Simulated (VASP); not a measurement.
Ir, 1 atom in the cell. Symmetry: Fm-3m, No. 225, cubic system. Conventional cell: a = 3.871 Å, b = 3.871 Å, c = 3.871 Å, α = 90.00°, β = 90.00°, γ = 90.00°. Within 3.6 Å of Ir (site symmetry m-3m) lie 12 Ir at 2.74 Å. 

* Program: VASP 6.6.1
* Task: single point
* Functional: PBE
* Potentials or basis: VASP PAW PBE potentials, release 64 (Ir)
* Cutoff: 520 eV
* k mesh: 15 × 15 × 15
* Occupations: gaussian, width 0.1 eV
* Spin: no spin polarisation
* Dipole correction: no
* Further INCAR settings: ALGO = Fast; EDIFF = 1e-06; NBANDS = 10

Potentials or basis: VASP PAW PBE potentials, release 64 (Ir).

Run with:

```bash
$ cat potpaw_PBE.64/Ir/POTCAR > POTCAR
$ mpirun -np 1 vasp_std > vasp.out
```

Hardware: 1 thread of AMD EPYC 7R13, on a shared host.

Question: How long does it take, and how much memory?

Answer: It took 45 s on 1 thread of AMD EPYC 7R13, with other jobs on the host, peak memory 0.11 GiB. Counts: scf iterations 15, k points 120.
